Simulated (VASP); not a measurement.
**BN: single point with PBE**

The system is BN.

```
B N
1.0
     0.00000   -1.81239   -1.81239
    -1.81239    0.00000   -1.81239
     1.81239    1.81239   -3.62479
B N
2 2
Direct
  0.98469 0.03793 0.00000
  0.51531 0.46207 0.50000
  0.35933 0.41381 0.87500
  0.89067 0.83619 0.37500
```

This cell differs from its parent crystal: mode 4 frozen in at -0.085 Å and mode 5 at +0.017 Å (largest displacements).

| Item | Value |
| --- | --- |
| Program | VASP 6.6.1 |
| Task | single point |
| Functional | PBE |
| Potentials or basis | VASP PAW PBE potentials, release 64 (B, N) |
| Cutoff | 520 eV |
| k mesh | 6 × 6 × 6 |
| Occupations | gaussian, width 0.05 eV |
| Spin | no spin polarisation |

The pressure is 0.0 GPa and the largest force is 1.058 eV/Å. The band gap on the k mesh is 4.31 eV, indirect (least direct gap 6.26 eV).

Forces on the atoms (eV/Å):
```
B    0.620 -0.246  0.371
B   -0.637  0.264 -0.381
N    0.853 -0.355  0.514
N   -0.837  0.337 -0.504
```

Stress tensor (GPa, compression positive):
```
-1.68  0.57 -0.69
 0.57  1.14 -0.17
-0.69 -0.17  0.49
```

Levels at points of the mesh, in eV from the valence-band top:
| k point | band 5 | band 6 | band 7 | band 8 | band 9 | band 10 | band 11 | band 12 |
| --- | --- | --- | --- | --- | --- | --- | --- | --- |
| (0.00, 0.00, 0.00) | -1.96 | -0.19 | -0.12 | 0.00 | 8.47 | 8.68 | 8.71 | 9.82 |
| (0.50, 0.00, 0.00) | -5.32 | -5.08 | -3.66 | -3.64 | 7.32 | 7.44 | 12.11 | 12.87 |
| (0.00, 0.50, 0.00) | -5.39 | -4.78 | -3.73 | -3.69 | 7.15 | 7.52 | 11.85 | 13.32 |
| (0.50, 0.50, 0.50) | -5.35 | -5.00 | -3.67 | -3.65 | 7.28 | 7.46 | 11.99 | 13.11 |
| (0.50, 0.50, 0.00) | -4.94 | -4.90 | -2.10 | -1.92 | 4.35 | 9.07 | 9.80 | 10.47 |
| (0.00, 0.50, 0.50) | -4.95 | -4.89 | -2.03 | -1.96 | 4.31 | 8.82 | 9.87 | 10.60 |
| (0.50, 0.00, 0.50) | -4.95 | -4.88 | -2.12 | -1.91 | 4.36 | 9.15 | 9.78 | 10.47 |
| (0.00, 0.00, 0.50) | -1.36 | -1.36 | -1.04 | -1.03 | 8.89 | 9.12 | 9.74 | 10.33 |

Run time: 37 s on 1 thread of Intel(R) Xeon(R) Platinum 8488C (Sapphire Rapids), on a shared host, peak memory 0.15 GiB.

Caveat: the k points lie up to 0.48 Å⁻¹ apart; the cell differs from its parent crystal (mode 4 frozen in at -0.085 Å and mode 5 at +0.017 Å (largest displacements)); forces of over 1 eV/Å act on the atoms, so gaps and moduli don't describe the material at rest. A k mesh can miss the band edges.
